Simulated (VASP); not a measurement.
# TaW7S16 (a cell with a defect) in VASP: electric field gradients with r2SCAN

Aim: the electric field gradients of TaW7S16 (a cell with a defect) with r2SCAN.

Program: VASP 6.6.1. These are calculated values, not measurements. Logs are shortened: lines on timing, memory, paths and dates and some standing lists are left out, and cuts for length are marked.

## 1. The cell of the first run

The cell holds a defect, 24 atoms: a = 6.360 Å, b = 6.360 Å, c = 12.500 Å, α = 90.00°, β = 90.00°, γ = 120.00°.

## 2. Electric field gradients, r2SCAN

Input file POSCAR:

```
TaW7S16
1.0
    6.3600000000      0.0000000000      0.0000000000
   -3.1800000000      5.5079215680      0.0000000000
    0.0000000000      0.0000000000     12.5000000000
Ta W S
1 7 16
Direct
    0.1666666667      0.3333333333      0.2500000000
    0.1677729915      0.8338864958      0.2500000000
    0.6661135042      0.3322270085      0.2500000000
    0.6661135042      0.8338864958      0.2500000000
    0.3333301469      0.1666698531      0.7500000000
    0.3333301469      0.6666602938      0.7500000000
    0.8333397062      0.1666698531      0.7500000000
    0.8333333333      0.6666666667      0.7500000000
    0.1666666667      0.3333333333      0.6249249998
    0.1667687940      0.8333843970      0.6249460964
    0.6666156030      0.3332312060      0.6249460964
    0.6666156030      0.8333843970      0.6249460964
    0.3353031758      0.1646968242      0.1235507690
    0.3353031758      0.6706063516      0.1235507690
    0.8293936484      0.1646968242      0.1235507690
    0.8333333333      0.6666666667      0.1250122551
    0.1666666667      0.3333333333      0.8750750002
    0.1667687940      0.8333843970      0.8750539036
    0.6666156030      0.3332312060      0.8750539036
    0.6666156030      0.8333843970      0.8750539036
    0.3353031758      0.1646968242      0.3764492310
    0.3353031758      0.6706063516      0.3764492310
    0.8293936484      0.1646968242      0.3764492310
    0.8333333333      0.6666666667      0.3749877449
```

Input file INCAR.step1:

```
PREC = Accurate
ENCUT = 520
ISMEAR = -1
SIGMA = 0.01
LREAL = Auto
LASPH = True
NELM = 80
NELECT = 204.0
NBANDS = 120
GGA = PE
ALGO = Normal
EDIFF = 1E-4
LWAVE = True
LCHARG = False
```

Input file INCAR.step2:

```
PREC = Accurate
ENCUT = 520
EDIFF = 1E-8
ISMEAR = -1
SIGMA = 0.01
LREAL = Auto
LASPH = True
NELM = 80
ALGO = Normal
ISIF = 2
LWAVE = False
LCHARG = False
METAGGA = R2SCAN
LMIXTAU = True
LEFG = True
NELECT = 204.0
NBANDS = 120
ISTART = 1
```

Input file KPOINTS:

```
Automatic mesh
0
Gamma
  4 4 2
```

Potentials or basis: VASP PAW PBE potentials, release 64 (Ta_pv, W_sv, S).

On the command line:

```
cat potpaw_PBE.64/Ta_pv/POTCAR potpaw_PBE.64/W_sv/POTCAR potpaw_PBE.64/S/POTCAR > POTCAR
cp INCAR.step1 INCAR
mpirun -np 1 vasp_std > vasp.out
cp INCAR.step2 INCAR
mpirun -np 1 vasp_std > vasp.out
```

OUTCAR:

```text
PREC = Accurate
   ENCUT = 520
   EDIFF = 1E-8
   ISMEAR = -1
   LREAL = Auto
   LASPH = True
   NELM = 80
   ISIF = 2
   METAGGA = R2SCAN
   NELECT = 204.0
   ISTART = 1

 ion  position               nearest neighbor table
   1  0.167  0.333  0.250-  13 2.44  21 2.44  14 2.44  22 2.44  15 2.44  23 2.44   2 3.18   3 3.18
                             4 3.18   4 3.18   2 3.18   3 3.18
   2  0.168  0.834  0.250-  13 2.41  21 2.41  14 2.41  22 2.41  16 2.42  24 2.42   3 3.17   4 3.17
                             1 3.18   1 3.18   3 3.19   4 3.19
   3  0.666  0.332  0.250-  13 2.41  21 2.41  15 2.41  23 2.41  16 2.42  24 2.42   2 3.17   4 3.17
                             1 3.18   1 3.18   4 3.19   2 3.19
   4  0.666  0.834  0.250-  15 2.41  23 2.41  22 2.41  14 2.41  16 2.42  24 2.42   3 3.17   2 3.17
                             1 3.18   1 3.18   3 3.19   2 3.19
   5  0.333  0.167  0.750-  10 2.41  18 2.41  11 2.41  19 2.41   9 2.41  17 2.41   6 3.18   7 3.18
                             8 3.18   8 3.18   6 3.18   7 3.18
   6  0.333  0.667  0.750-  12 2.41  20 2.41  18 2.41  10 2.41   9 2.41  17 2.41   5 3.18   7 3.18
                             8 3.18   8 3.18   5 3.18   7 3.18
   7  0.833  0.167  0.750-  12 2.41  20 2.41  19 2.41  11 2.41   9 2.41  17 2.41   6 3.18   5 3.18
                             8 3.18   8 3.18   6 3.18   5 3.18
   8  0.833  0.667  0.750-  12 2.41  20 2.41  19 2.41  11 2.41  10 2.41  18 2.41   7 3.18   6 3.18
                             5 3.18   5 3.18   7 3.18   6 3.18
   9  0.167  0.333  0.625-   5 2.41   6 2.41   7 2.41
  10  0.167  0.833  0.625-   5 2.41   6 2.41   8 2.41
  11  0.667  0.333  0.625-   5 2.41   7 2.41   8 2.41
  12  0.667  0.833  0.625-   7 2.41   6 2.41   8 2.41
  13  0.335  0.165  0.124-   2 2.41   3 2.41   1 2.44
  14  0.335  0.671  0.124-   4 2.41   2 2.41   1 2.44
[... 8 lines left out ...]
  23  0.829  0.165  0.376-   4 2.41   3 2.41   1 2.44
  24  0.833  0.667  0.375-   3 2.42   4 2.42   2 2.42

  LATTYP: Found a hexagonal cell.
 ALAT       =     6.3600000000
 C/A-ratio  =     1.9654088050

  Lattice vectors:

 A1 = (   6.3600000000,   0.0000000000,   0.0000000000)
 A2 = (  -3.1800000000,   5.5079215680,   0.0000000000)
 A3 = (   0.0000000000,   0.0000000000,  12.5000000000)

Analysis of symmetry for initial positions (statically):
=====================================================================
 Subroutine PRICEL returns:
 Original cell was already a primitive cell.

 Routine SETGRP: Setting up the symmetry group for a
 hexagonal supercell.

 Subroutine GETGRP returns: Found 12 space group operations
 (whereof  2 operations were pure point group operations)
 out of a pool of 24 trial point group operations.

The static configuration has the point symmetry C_1h.
 The point group associated with its full space group is D_3h.

Analysis of symmetry for dynamics (positions and initial velocities):
=====================================================================
 Subroutine PRICEL returns:
 Original cell was already a primitive cell.

 Routine SETGRP: Setting up the symmetry group for a
 hexagonal supercell.

 Subroutine GETGRP returns: Found 12 space group operations
 (whereof  2 operations were pure point group operations)
 out of a pool of 24 trial point group operations.

The dynamic configuration has the point symmetry C_1h.
 The point group associated with its full space group is D_3h.

 Subroutine INISYM returns: Found 12 space group operations
 (whereof  2 operations are pure point group operations),
 and found     1 'primitive' translations

----------------------------------------------------------------------------------------

                                     Primitive cell

  volume of cell :     437.8798

  direct lattice vectors                    reciprocal lattice vectors
     6.360000000  0.000000000  0.000000000     0.157232704  0.090778344  0.000000000
    -3.180000000  5.507921568  0.000000000     0.000000000  0.181556688  0.000000000
     0.000000000  0.000000000 12.500000000     0.000000000  0.000000000  0.080000000

  length of vectors
     6.360000000  6.360000000 12.500000000     0.181556688  0.181556688  0.080000000

  position of ions in fractional coordinates (direct lattice)
     0.166666667  0.333333333  0.250000000
     0.167772992  0.833886496  0.250000000
     0.666113504  0.332227008  0.250000000
     0.666113504  0.833886496  0.250000000
     0.333330147  0.166669853  0.750000000
     0.333330147  0.666660294  0.750000000
[... 16 lines left out ...]
     0.829393648  0.164696824  0.376449231
     0.833333333  0.666666667  0.374987745

  ion indices of the primitive-cell ions
   primitive index   ion index
                 1           1
                 2           2
                 3           3
[... 75 lines left out ...]
   NELM   =     80;   NELMIN=  2; NELMDL=  0     # of ELM steps
   EDIFF  = 0.1E-07   stopping-criterion for ELM
   LREAL  =      T    real-space projection
   EDIFFG = 0.1E-06   stopping-criterion for IOM
   NSW    =      0    number of steps for IOM
   IBRION =     -1    ionic relax: 0-MD 1-quasi-New 2-CG
   NFREE  =      0    steps in history (QN), initial steepest desc. (CG)
   ISIF   =      2    stress and relaxation
   ISYM   =      2    0-nonsym 1-usesym 2-fastsym
   POTIM  = 0.5000    time-step for ionic-motion
   TEBEG  =    0.0;   TEEND  =   0.0 temperature during run
   PSTRESS=    0.0 pullay stress
   NELECT =     204.0000    total number of electrons
   NUPDOWN=      -1.0000    fix difference up-down
   EMIN   =  10.00;   EMAX   =-10.00  energy-range for DOS
   EFERMI =   0.00;   METHOD = LEGACY
   ISMEAR =    -1;   SIGMA  =   0.01  broadening in eV -4-tet -1-fermi 0-gaus
   EFERMI_NEDOS =   21; number of points for ismear=-14 and -15
   IALGO  =     38    algorithm
   IMIX   =      4    mixing-type and parameters
     AMIX     =   0.40;   BMIX     =  1.00
     AMIX_MAG =   1.60;   BMIX_MAG =  1.00
  volume/ion in A,a.u.               =      18.24       123.12
  Fermi-wavevector in a.u.,A,eV,Ry     =   1.269112  2.398274 21.914157  1.610645
  Thomas-Fermi vector in A             =   2.402171
   LORBIT       =      0    0 simple, 1 ext, 2 COOP (PROOUT), +10 PAW based schemes
   METAGGA = R2SCAN    functional components
   LHFCALC =     F    Hartree Fock is set to
   AEXX    =    0.0000 exact exchange contribution
   IVDW    =     0    specifies the selected vdW correction
   LEPSILON=     F    determine dielectric tensor
   LRPA    =     F    only Hartree local field effects (RPA)
 non-spin polarized calculation
  energy-cutoff  :      520.00
  volume of cell :      437.88
 maximum number of plane-waves:     11806
 NGX is ok and might be reduce to    48
   NGX = 23   NGY = 23   NGZ = 47

 number of electron     204.0000017 magnetization

 Free energy of the ion-electron system (eV)
  ---------------------------------------------------
  ext. energy  EPLUGINS =         0.00000000
  ---------------------------------------------------
  free energy    TOTEN  =      -564.75615950 eV

  energy without entropy =     -564.75432817  energy(sigma->0) =     -564.75524383

 E-fermi :   6.1208     XC(G=0): -11.4417

 val. band max:        5.9007506471   @ k =   0.2500   0.2500   0.5000
 cond. band min:       6.1374924531   @ k =   0.2500   0.0000   0.5000
 fundamental gap:      0.2367418060
 Fermi energy:         6.1207507579

 k-point     1 :       0.0000    0.0000    0.0000
  band No.  band energies     occupation
      1     -69.9434      2.00000
      2     -69.9268      2.00000
      3     -69.9215      2.00000
      4     -69.9215      2.00000
      5     -69.8912      2.00000
      6     -69.8768      2.00000
[... 925 lines left out ...]
    113       9.1656      0.00000
    114       9.1775      0.00000
 [bands above 114 left out]

------------------------ aborting loop because EDIFF is reached ----------------------------------------

  FORCE on cell =-STRESS in cart. coord.  units (eV):
  Direction    XX          YY          ZZ          XY          YZ          ZX
  --------------------------------------------------------------------------------------
  -------------------------------------------------------------------------------------
  Total       -4.2462389     -4.2462389    -16.2864469      0.0000000      0.0000000      0.0000000
  in kB      -15.5367482    -15.5367482    -59.5911894      0.0000000      0.0000000      0.0000000
  external PRESSURE =     -30.2215619 kB  Pullay stress =       0.0000000 kB

 VOLUME and BASIS-vectors are now :
 -----------------------------------------------------------------------------
  energy-cutoff  :      520.00
  volume of cell :      437.88
      direct lattice vectors                 reciprocal lattice vectors
     6.360000000  0.000000000  0.000000000     0.157232704  0.090778344  0.000000000
    -3.180000000  5.507921568  0.000000000     0.000000000  0.181556688  0.000000000
     0.000000000  0.000000000 12.500000000     0.000000000  0.000000000  0.080000000

 POSITION                                       TOTAL-FORCE (eV/Angst)
 -----------------------------------------------------------------------------------
      0.00000      1.83597      3.12500        -0.000000      0.000000      0.000000
     -1.58472      4.59298      3.12500         0.003435      0.001983      0.000000
      3.18000      1.82988      3.12500        -0.000000     -0.003967      0.000000
      1.58472      4.59298      3.12500        -0.003435      0.001983      0.000000
      1.58997      0.91800      9.37500         0.000575     -0.000332      0.000000
      0.00000      3.67191      9.37500        -0.000000      0.000664      0.000000
[... 16 lines left out ...]
      4.75121      0.90714      4.70562        -0.012773     -0.007375     -0.231908
      3.18000      3.67195      4.68735        -0.000000      0.000000     -0.246654
 -----------------------------------------------------------------------------------
    total drift:                                0.000005     -0.000003      0.000000

  FREE ENERGIE OF THE ION-ELECTRON SYSTEM (eV)
  ---------------------------------------------------
  free  energy   TOTEN  =      -564.7561595006 eV

  energy  without entropy=     -564.7543281689  energy(sigma->0) =     -564.75524383

 Electric field gradients (V/A^2)
---------------------------------------------------------------------
 ion       V_xx      V_yy      V_zz      V_xy      V_xz      V_yz
---------------------------------------------------------------------
   1      75.741    75.742  -151.483     0.000     0.000     0.000
   2      89.395    64.097  -153.492    21.909     0.000     0.000
   3      51.448   102.044  -153.492     0.000     0.000     0.000
   4      89.395    64.097  -153.492   -21.909     0.000     0.000
   5      72.315    72.328  -144.644     0.011    -0.000    -0.000
   6      72.335    72.309  -144.644     0.000    -0.000    -0.000
[... 16 lines left out ...]
  23       5.491    26.044   -31.535   -17.799    18.765    10.834
  24      23.117    23.117   -46.234     0.001    -0.000     0.000
---------------------------------------------------------------------

 Electric field gradients after diagonalization (V/A^2)
 (convention: |V_zz| > |V_xx| > |V_yy|)
----------------------------------------------------------------------
 ion       V_xx      V_yy      V_zz     asymmetry (V_yy - V_xx)/ V_zz
----------------------------------------------------------------------
   1      75.742    75.741  -151.483       0.000
   2     102.044    51.448  -153.492       0.330
   3     102.044    51.448  -153.492       0.330
   4     102.044    51.448  -153.492       0.330
   5      72.335    72.309  -144.644       0.000
   6      72.335    72.309  -144.644       0.000
[... 16 lines left out ...]
  23      36.320     7.304   -43.624       0.665
  24      23.118    23.116   -46.234       0.000
----------------------------------------------------------------------

           NMR quadrupolar parameters

 Cq : quadrupolar parameter    Cq=e*Q*V_zz/h
 eta: asymmetry parameters     (V_yy - V_xx)/ V_zz
 Q  : nuclear electric quadrupole moment in mb (millibarn)
----------------------------------------------------------------------
 ion       Cq(MHz)       eta       Q (mb)
----------------------------------------------------------------------
   1      -0.366       0.000       1.000
   2      -0.371       0.330       1.000
   3      -0.371       0.330       1.000
   4      -0.371       0.330       1.000
   5      -0.350       0.000       1.000
   6      -0.350       0.000       1.000
[... 16 lines left out ...]
  23      -0.105       0.665       1.000
  24      -0.112       0.000       1.000
----------------------------------------------------------------------
```

Wall time 59 min (1 thread of Oxide Virtual Turin-like, shared host); peak memory 0.67 GiB.

What came out:

```yaml
Free_energy: -564.7562 eV
Largest_force: 0.247 eV/Å
Largest_electric_field_gradient_by_atom: Ta -151.5; W -153.5, -144.6, -141.6 (each value once); S -42.2, -40.4, -43.6, -46.2 (each value once) V/Å²
```

Forces on the atoms (eV/Å):
```
Ta   0.000  0.000  0.000
W    0.003  0.002  0.000
W    0.000 -0.004  0.000
W   -0.003  0.002  0.000
W    0.001  0.000  0.000
W    0.000  0.001  0.000
W   -0.001  0.000  0.000
W    0.000  0.000  0.000
S    0.000  0.000  0.235
S   -0.001 -0.001  0.233
S    0.000  0.001  0.233
S    0.001 -0.001  0.233
S    0.013 -0.007  0.232
S    0.000  0.015  0.232
S   -0.013 -0.007  0.232
S    0.000  0.000  0.247
S    0.000  0.000 -0.235
S   -0.001 -0.001 -0.233
S    0.000  0.001 -0.233
S    0.001 -0.001 -0.233
S    0.013 -0.007 -0.232
S    0.000  0.015 -0.232
S   -0.013 -0.007 -0.232
S    0.000  0.000 -0.247
```

Levels at points of the mesh, in eV from the Fermi level:
| k point | band 99 | band 100 | band 101 | band 102 | band 103 | band 104 | band 105 | band 106 |
| --- | --- | --- | --- | --- | --- | --- | --- | --- |
| (0.00, 0.00, 0.00) | -0.78 | -0.78 | -0.76 | -0.31 | 0.79 | 2.97 | 2.98 | 2.98 |
| (0.50, 0.00, 0.00) | -0.66 | -0.65 | -0.53 | -0.37 | -0.31 | 2.21 | 2.27 | 2.32 |
| (0.00, 0.00, 0.50) | -0.79 | -0.79 | -0.75 | 0.34 | 0.57 | 2.98 | 2.98 | 2.98 |
| (0.50, 0.00, 0.50) | -0.65 | -0.64 | -0.52 | -0.37 | -0.30 | 2.53 | 2.53 | 2.57 |

Electric field gradients, principal values (V/Å²):
```csv
atom,least,middle,greatest (by size)
1 Ta,75.741,75.742,-151.483
2 W,51.448,102.044,-153.492
3 W,51.448,102.044,-153.492
4 W,51.448,102.044,-153.492
5 W,72.309,72.335,-144.644
6 W,72.309,72.335,-144.644
7 W,72.309,72.335,-144.644
8 W,70.803,70.803,-141.607
9 S,21.078,21.080,-42.158
10 S,20.097,20.259,-40.356
11 S,20.097,20.259,-40.356
12 S,20.098,20.258,-40.356
13 S,7.303,36.321,-43.624
14 S,7.304,36.320,-43.624
15 S,7.304,36.320,-43.624
16 S,23.116,23.118,-46.234
17 S,21.078,21.080,-42.158
18 S,20.097,20.259,-40.356
19 S,20.097,20.259,-40.356
20 S,20.098,20.258,-40.356
21 S,7.303,36.321,-43.624
22 S,7.304,36.320,-43.624
23 S,7.304,36.320,-43.624
24 S,23.116,23.118,-46.234
```

Caveat: the cell carries a net charge on a neutralising background, which shifts energy and pressure; the cell is charged against a uniform background, so pressure and absolute levels hang on convention; without QUAD_EFG the Cq values of the log hold for a quadrupole moment of 1 mb, not for the nuclei; the PAW data sets were made with another functional, which shifts forces and pressure a little; spin-orbit coupling is left out, which moves the levels of the heavy elements.
